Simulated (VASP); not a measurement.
Input of a VASP 6.6.1 run:

The input INCAR:

```
SYSTEM = Ag
ALGO = Normal
EDIFF = 1E-6
ENCUT = 520
GGA = PE
ISIF = 2
ISMEAR = -1
LASPH = .TRUE.
LCHARG = .FALSE.
LREAL = .FALSE.
LWAVE = .FALSE.
NBANDS = 18
NELM = 60
PREC = Accurate
SIGMA = 0.05
```

The input KPOINTS:

```
k-points
0
G
  15 15 8
  0 0 0
```

The input POSCAR:

```
Ag
1.0
    2.7982190965      0.0000000000      0.0000000000
   -1.3991095483      2.4233288230      0.0000000000
    0.0000000000      0.0000000000      4.6343467518
Ag
2
Direct
    0.3333333333      0.6666666667      0.2500000000
    0.6666666667      0.3333333333      0.7500000000
```

Potentials or basis: VASP PAW PBE potentials, release 64 (Ag).

The run is started by

```sh
$ cat potpaw_PBE.64/Ag/POTCAR > POTCAR
$ mpirun -np 1 vasp_std > vasp.out
```

Problem. What does it give for the band gap on the k mesh?

Solution. Zero (band 11 reaches 14.02 eV, above the bottom of band 12 at 6.08 eV).

Problem. Predict the pressure.

Solution. 16.5 GPa.
